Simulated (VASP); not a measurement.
# Ta (I4_1/amd) in VASP: further runs

Ta is run at these levels: PBE; tasks: single point.

Program: VASP 6.6.1. These are calculated values, not measurements. Logs are shortened: lines on timing, memory, paths and dates and some standing lists are left out, and cuts for length are marked.

## Step 1: The cell of the first run

Symmetry: I4_1/amd, No. 141, tetragonal system. Conventional cell: a = 4.027 Å, b = 4.027 Å, c = 2.184 Å, α = 90.00°, β = 90.00°, γ = 90.00°. Within 2.8 Å of Ta (site symmetry -4m2) lie 10 Ta at 2.09 to 2.60 Å.

## Step 2: Single point, PBE (8.86 Å³/atom)

File POSCAR:

```
Ta
1.0
   -2.0137327076      2.0137327076      1.0921851719
    2.0137327076     -2.0137327076      1.0921851719
    2.0137327076      2.0137327076     -1.0921851719
Ta
2
Direct
   -0.3750000000     -0.1250000000     -0.2500000000
    0.3750000000      0.1250000000      0.2500000000
```

File INCAR.step1:

```
SYSTEM = Ta
  PREC = Accurate
  ENCUT = 400
  EDIFF = 1E-6
  ISMEAR = -1
  SIGMA = 0.1
  LREAL = .FALSE.
  LASPH = .TRUE.
  NELM = 120
  ALGO = Normal
  ISIF = 2
  LWAVE = .FALSE.
  LCHARG = .TRUE.
  LMAXMIX = 4
  GGA = PE
  NBANDS = 20
  GGA_COMPAT = .FALSE.
  NEDOS = 2001
  LORBIT = 11
```

File KPOINTS.step1:

```
regular mesh
0
G
  17 17 17
  0 0 0
```

File INCAR.step2:

```
SYSTEM = Ta
  PREC = Accurate
  ENCUT = 400
  EDIFF = 1E-6
  ISMEAR = -5
  SIGMA = 0.1
  LREAL = .FALSE.
  LASPH = .TRUE.
  NELM = 120
  ALGO = Normal
  ISIF = 2
  LWAVE = .FALSE.
  LCHARG = .FALSE.
  LMAXMIX = 4
  GGA = PE
  LORBIT = 10
  NBANDS = 20
  NEDOS = 2001
  ICHARG = 11
  GGA_COMPAT = .FALSE.
```

File KPOINTS.step2:

```
regular mesh
0
G
  26 26 26
  0 0 0
```

Potentials or basis: VASP PAW PBE potentials, release 64 (Ta_sv_GW).

Command:

```console
cat potpaw_PBE.64/Ta_sv_GW/POTCAR > POTCAR
cp INCAR.step1 INCAR
cp KPOINTS.step1 KPOINTS
mpirun -np 1 vasp_std > vasp.out
cp INCAR.step2 INCAR
cp KPOINTS.step2 KPOINTS
mpirun -np 1 vasp_std > vasp.out
```

OUTCAR:

```text
SYSTEM = Ta
   PREC = Accurate
   ENCUT = 400
   EDIFF = 1E-6
   ISMEAR = -5
   LREAL = .FALSE.
   LASPH = .TRUE.
   NELM = 120
   ISIF = 2
   GGA = PE
   LORBIT = 10
   ICHARG = 11

 ion  position               nearest neighbor table
   1  0.625  0.875  0.750-   2 2.09   2 2.09   2 2.09   2 2.09   2 2.60   2 2.60   2 2.60   2 2.60

   2  0.375  0.125  0.250-   1 2.09   1 2.09   1 2.09   1 2.09   1 2.60   1 2.60   1 2.60   1 2.60

  LATTYP: Found a body centered tetragonal cell.
 ALAT       =     4.0274654152
 C/A-ratio  =     0.5423684920

  Lattice vectors:

 A1 = (  -2.0137327076,   2.0137327076,   1.0921851719)
 A2 = (   2.0137327076,  -2.0137327076,   1.0921851719)
 A3 = (   2.0137327076,   2.0137327076,  -1.0921851719)

Analysis of symmetry for initial positions (statically):
=====================================================================
 Subroutine PRICEL returns:
 Original cell was already a primitive cell.

 Routine SETGRP: Setting up the symmetry group for a
 body centered tetragonal supercell.

 Subroutine GETGRP returns: Found 16 space group operations
 (whereof  4 operations were pure point group operations)
 out of a pool of 16 trial point group operations.

The static configuration has the point symmetry C_2h.
 The point group associated with its full space group is D_4h.

Analysis of symmetry for dynamics (positions and initial velocities):
=====================================================================
 Subroutine PRICEL returns:
 Original cell was already a primitive cell.

 Routine SETGRP: Setting up the symmetry group for a
 body centered tetragonal supercell.

 Subroutine GETGRP returns: Found 16 space group operations
 (whereof  4 operations were pure point group operations)
 out of a pool of 16 trial point group operations.

The dynamic configuration has the point symmetry C_2h.
 The point group associated with its full space group is D_4h.

 Subroutine INISYM returns: Found 16 space group operations
 (whereof  4 operations are pure point group operations),
 and found     1 'primitive' translations

----------------------------------------------------------------------------------------

                                     Primitive cell

  volume of cell :      17.7158

  direct lattice vectors                    reciprocal lattice vectors
    -2.013732708  2.013732708  1.092185172     0.000000000  0.248295118  0.457797828
     2.013732708 -2.013732708  1.092185172     0.248295118  0.000000000  0.457797828
     2.013732708  2.013732708 -1.092185172     0.248295118  0.248295118  0.000000000

  length of vectors
     3.050099553  3.050099553  3.050099553     0.520796810  0.520796810  0.351142323

  position of ions in fractional coordinates (direct lattice)
     0.625000000  0.875000000  0.750000000
     0.375000000  0.125000000  0.250000000

  ion indices of the primitive-cell ions
   primitive index   ion index
                 1           1
                 2           2

----------------------------------------------------------------------------------------

 KPOINTS: regular mesh

Automatic generation of k-mesh.
 Grid dimensions read from file:
 generate k-points for:   26   26   26

 Generating k-lattice:

  Cartesian coordinates                     Fractional coordinates (reciprocal lattice)
     0.000000000  0.009549812  0.017607609     0.038461538  0.000000000  0.000000000
     0.009549812  0.000000000  0.017607609     0.000000000  0.038461538  0.000000000
     0.009549812  0.009549812  0.000000000     0.000000000  0.000000000  0.038461538

  Length of vectors
     0.020030647  0.020030647  0.013505474

  Shift w.r.t. Gamma in fractional coordinates (k-lattice)
     0.000000000  0.000000000  0.000000000

 TETIRR: Found  43137 inequivalent tetrahedra from   105456

 Subroutine IBZKPT returns following result:
 ===========================================

 Found   1330 irreducible k-points:

 Following reciprocal coordinates:
            Coordinates               Weight
  0.000000  0.000000  0.000000      1.000000
  0.038462  0.000000 -0.000000      8.000000
  0.076923  0.000000 -0.000000      8.000000
  0.115385  0.000000  0.000000      8.000000
  0.153846  0.000000 -0.000000      8.000000
  0.192308  0.000000  0.000000      8.000000
[... 16 lines left out ...]
  0.346154  0.038462 -0.000000     16.000000
  0.384615  0.038462 -0.000000     16.000000
 [... further k-points ...]
   k-points           NKPTS =   1330   k-points in BZ     NKDIM =   1330   number of bands    NBANDS=     20
   number of dos      NEDOS =   2001   number of ions     NIONS =      2
   total plane-waves  NPLWV =   8000
   dimension x,y,z NGX =    20 NGY =   20 NGZ =   20
   dimension x,y,z NGXF=    40 NGYF=   40 NGZF=   40
   ions per type =               2
   NGX,Y,Z   is equivalent  to a cutoff of  10.90, 10.90, 10.90 a.u.
   NGXF,Y,Z  is equivalent  to a cutoff of  21.80, 21.80, 21.80 a.u.
 SYSTEM =  Ta
   PREC   = accura    normal or accurate (medium, high low for compatibility)
   ISTART =      0    job   : 0-new  1-cont  2-samecut
   ICHARG =     11    charge: 1-file 2-atom 10-const
   ISPIN  =      1    spin polarized calculation?
   LNONCOLLINEAR =      F non collinear calculations
   LSORBIT =      F    spin-orbit coupling
   LASPH  =      T    aspherical Exc in radial PAW
   ENCUT  =  400.0 eV  29.40 Ry    5.42 a.u.   4.97  4.97  4.97*2*pi/ulx,y,z
   NELM   =    120;   NELMIN=  2; NELMDL=  0     # of ELM steps
   EDIFF  = 0.1E-05   stopping-criterion for ELM
   LREAL  =      F    real-space projection
   EDIFFG = 0.1E-04   stopping-criterion for IOM
   NSW    =      0    number of steps for IOM
   IBRION =     -1    ionic relax: 0-MD 1-quasi-New 2-CG
   NFREE  =      0    steps in history (QN), initial steepest desc. (CG)
   ISIF   =      2    stress and relaxation
   ISYM   =      2    0-nonsym 1-usesym 2-fastsym
   POTIM  = 0.5000    time-step for ionic-motion
   TEBEG  =    0.0;   TEEND  =   0.0 temperature during run
   PSTRESS=    0.0 pullay stress
   NELECT =      26.0000    total number of electrons
   NUPDOWN=      -1.0000    fix difference up-down
   EMIN   =  10.00;   EMAX   =-10.00  energy-range for DOS
   EFERMI =   0.00;   METHOD = LEGACY
   ISMEAR =    -5;   SIGMA  =   0.10  broadening in eV -4-tet -1-fermi 0-gaus
   EFERMI_NEDOS =   21; number of points for ismear=-14 and -15
   IALGO  =     38    algorithm
   IMIX   =      4    mixing-type and parameters
     AMIX     =   0.40;   BMIX     =  1.00
     AMIX_MAG =   1.60;   BMIX_MAG =  1.00
  volume/ion in A,a.u.               =       8.86        59.78
  Fermi-wavevector in a.u.,A,eV,Ry     =   1.860427  3.515697 47.092332  3.461189
  Thomas-Fermi vector in A             =   2.908441
   LORBIT       =     10    0 simple, 1 ext, 2 COOP (PROOUT), +10 PAW based schemes
   GGA     = PE    functional components
   LHFCALC =     F    Hartree Fock is set to
   AEXX    =    0.0000 exact exchange contribution
   IVDW    =     0    specifies the selected vdW correction
   LEPSILON=     F    determine dielectric tensor
   LRPA    =     F    only Hartree local field effects (RPA)
 non-spin polarized calculation
 Fermi weights with tetrahedron method with Bloechl corrections
  energy-cutoff  :      400.00
  volume of cell :       17.72
 maximum number of plane-waves:       340

 number of electron      26.0000004 magnetization

 Free energy of the ion-electron system (eV)
  ---------------------------------------------------
  ext. energy  EPLUGINS =         0.00000000
  ---------------------------------------------------
  free energy    TOTEN  =        -5.92596732 eV

  energy without entropy =       -5.92596732  energy(sigma->0) =       -5.92596732

 E-fermi :  24.2510     XC(G=0): -17.4882

 val. band max:       24.4213822723   @ k =   0.5000   0.5000   0.1154
 cond. band min:      24.0165695231   @ k =  -0.2308   0.4231   0.1923
 fundamental gap:     -0.4048127491
 Fermi energy:        24.2510304570

 k-point     1 :       0.0000    0.0000    0.0000
  band No.  band energies     occupation
      1     -45.7411      2.00000
      2     -42.4672      2.00000
      3     -14.6760      2.00000
      4     -14.6760      2.00000
      5      -7.5518      2.00000
      6      -7.4624      2.00000
[... 12 lines left out ...]
     19      41.3206      0.00000
     20      41.3207      0.00000

 k-point     2 :       0.0385    0.0000   -0.0000
  band No.  band energies     occupation
      1     -45.7181      2.00000
      2     -42.4638      2.00000
      3     -14.6686      2.00000
      4     -14.6358      2.00000
      5      -7.7177      2.00000
      6      -7.6108      2.00000
[... 12 lines left out ...]
     19      40.6403      0.00000
     20      41.0734      0.00000

 k-point     3 :       0.0769    0.0000   -0.0000
  band No.  band energies     occupation
      1     -45.6500      2.00000
      2     -42.4534      2.00000
      3     -14.6460      2.00000
      4     -14.5171      2.00000
      5      -8.1466      2.00000
      6      -8.0207      2.00000
[... 12 lines left out ...]
     19      39.5067      0.00000
     20      40.6725      0.00000

 k-point     4 :       0.1154    0.0000    0.0000
  band No.  band energies     occupation
      1     -45.5390      2.00000
      2     -42.4374      2.00000
      3     -14.6086      2.00000
      4     -14.3267      2.00000
      5      -8.7983      2.00000
      6      -8.6013      2.00000
[... 429 lines left out ...]
 k-point    23 :       0.3462    0.0385   -0.0000
  band No.  band energies     occupation
      1     -44.1550      2.00000
      2     -42.3450      2.00000
      3     -14.7429      2.00000
      4     -13.9850      2.00000
      5     -13.5701      2.00000
      6     -11.3749      2.00000
[... 12 lines left out ...]
     19      38.7060      0.00000
     20      41.8933      0.00000

 k-point    24 :       0.3846    0.0385   -0.0000
  band No.  band energies     occupation
      1     -43.9754      2.00000
      2     -42.3820      2.00000
      3     -15.1558      2.00000
      4     -13.9559      2.00000
      5     -13.8687      2.00000
      6     -11.0922      2.00000
[... 12 lines left out ...]
     19      38.5516      0.00000
     20      41.2980      0.00000

 [... further k-points ...]

------------------------ aborting loop because EDIFF is reached ----------------------------------------

  FORCE on cell =-STRESS in cart. coord.  units (eV):
  Direction    XX          YY          ZZ          XY          YZ          ZX
  --------------------------------------------------------------------------------------
  -------------------------------------------------------------------------------------
  Total       70.0746313     70.0746313     69.9437909      0.0000000      0.0000000      0.0000000
  in kB     6337.4053800   6337.4053800   6325.5724494      0.0000000      0.0000000      0.0000000
  external PRESSURE =    6333.4610698 kB  Pullay stress =       0.0000000 kB

 VOLUME and BASIS-vectors are now :
 -----------------------------------------------------------------------------
  energy-cutoff  :      400.00
  volume of cell :       17.72
      direct lattice vectors                 reciprocal lattice vectors
    -2.013732708  2.013732708  1.092185172     0.000000000  0.248295118  0.457797828
     2.013732708 -2.013732708  1.092185172     0.248295118  0.000000000  0.457797828
     2.013732708  2.013732708 -1.092185172     0.248295118  0.248295118  0.000000000

 POSITION                                       TOTAL-FORCE (eV/Angst)
 -----------------------------------------------------------------------------------
      2.01373      1.00687      0.81914         0.000000     -0.000000      0.000000
      0.00000      1.00687      0.27305        -0.000000      0.000000     -0.000000
 -----------------------------------------------------------------------------------
    total drift:                                0.000000     -0.000000     -0.000000

  FREE ENERGIE OF THE ION-ELECTRON SYSTEM (eV)
  ---------------------------------------------------
  free  energy   TOTEN  =        -5.9259673230 eV

  energy  without entropy=       -5.9259673230  energy(sigma->0) =       -5.92596732

 total charge

# of ion       s       p       d       f       tot
--------------------------------------------------
    1        4.680   6.015   4.505   0.431  15.632
    2        4.680   6.015   4.505   0.431  15.632
--------------------------------------------------
tot          9.361  12.031   9.011   0.863  31.264
```

Wall time 3.3 min (1 thread of Intel Xeon 6975P-C (Granite Rapids), shared host); peak memory 0.54 GiB.

Levels at points of the mesh, in eV from the Fermi level:
```csv
k point,band 10,band 11,band 12,band 13,band 14,band 15,band 16,band 17
"(0.00, 0.00, 0.00)",-9.74,-7.25,-5.86,-4.78,3.29,3.29,4.11,4.11
"(0.50, 0.00, 0.00)",-9.37,-6.41,-2.25,-1.32,1.60,3.44,5.38,10.49
"(0.50, 0.50, 0.00)",-7.56,-4.22,-4.22,0.99,0.99,4.96,4.96,8.08
"(0.50, 0.50, 0.50)",-6.80,-3.30,-3.30,2.54,2.54,2.86,2.86,6.62
```

Caveat: atoms lie so close that the PAW spheres overlap strongly, which falsifies energies and pressures; spin-orbit coupling is left out, which moves the levels of the heavy elements.

(Part 1 of 2 ends here.)
